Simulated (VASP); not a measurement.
Write the native input for VASP 6.6.1 that does the following.

| Item | Value |
| --- | --- |
| Task | single point |
| Functional | PBE-based screened hybrid with 30 % exact exchange |
| Potentials or basis | VASP PAW PBE potentials, release 64 (Na_pv, Cl) |
| Cutoff | 520 eV |
| k mesh | 4 × 4 × 4 |
| Occupations | gaussian, width 0.01 eV |
| Spin | no spin polarisation |
| Dipole correction | no |
| Grid for exact exchange (PRECFOCK) | Normal |
| Share of exact exchange | 0.3 |
| Further INCAR settings | ALGO = Normal; EDIFF = 1e-06; NBANDS = 14 |
| Screening parameter | 0.5 1/Å |

NaCl:

```
Na Cl
1.0
     0.00000    2.80270    2.80270
     2.80270    0.00000    2.80270
     2.80270    2.80270    0.00000
Na Cl
1 1
Direct
  0.00000 0.00000 0.00000
  0.50000 0.50000 0.50000
```

These files were run (other wordings do the same):

POSCAR

```
NaCl
1.0
    0.0000000000      2.8026988074      2.8026988074
    2.8026988074      0.0000000000      2.8026988074
    2.8026988074      2.8026988074      0.0000000000
Na Cl
1 1
Direct
    0.0000000000      0.0000000000      0.0000000000
    0.5000000000      0.5000000000      0.5000000000
```

INCAR.step1

```
SYSTEM = NaCl
PREC = Accurate ; ENCUT = 520
EDIFF = 1E-5 ; ISMEAR = 0
SIGMA = 0.01 ; LREAL = .False.
LASPH = .True. ; NELM = 60
ALGO = Normal ; ISIF = 2
LWAVE = .True. ; LCHARG = .False.
GGA = PE ; NBANDS = 14
```

INCAR.step2

```
SYSTEM = NaCl
PREC = Accurate ; ENCUT = 520
EDIFF = 1E-6 ; ISMEAR = 0
SIGMA = 0.01 ; LREAL = .False.
LASPH = .True. ; NELM = 60
ALGO = Normal ; ISIF = 2
LWAVE = .False. ; LCHARG = .False.
GGA = PE ; LHFCALC = .True.
AEXX = 0.3 ; HFSCREEN = 0.5
PRECFOCK = Normal ; ISTART = 1
NBANDS = 14
```

KPOINTS

```
Automatic mesh
0
Gamma
  4 4 4
  0 0 0
```

Potentials or basis: VASP PAW PBE potentials, release 64 (Na_pv, Cl).

Command:

```sh
$ cat potpaw_PBE.64/Na_pv/POTCAR potpaw_PBE.64/Cl/POTCAR > POTCAR
$ cp INCAR.step1 INCAR
$ mpirun -np 1 vasp_std > vasp.out
$ cp INCAR.step2 INCAR
$ mpirun -np 1 vasp_std > vasp.out
```

Results of the run:

The pressure is 0.7 GPa and the band gap on the k mesh is 6.06 eV.

Caveat: the k points lie up to 0.49 Å⁻¹ apart; the PAW data sets were made with another functional, which shifts forces and pressure a little.

Wall time 3.2 min on 1 thread of Oxide Virtual Turin-like Processor, with other jobs on the host, peak memory 0.23 GiB.
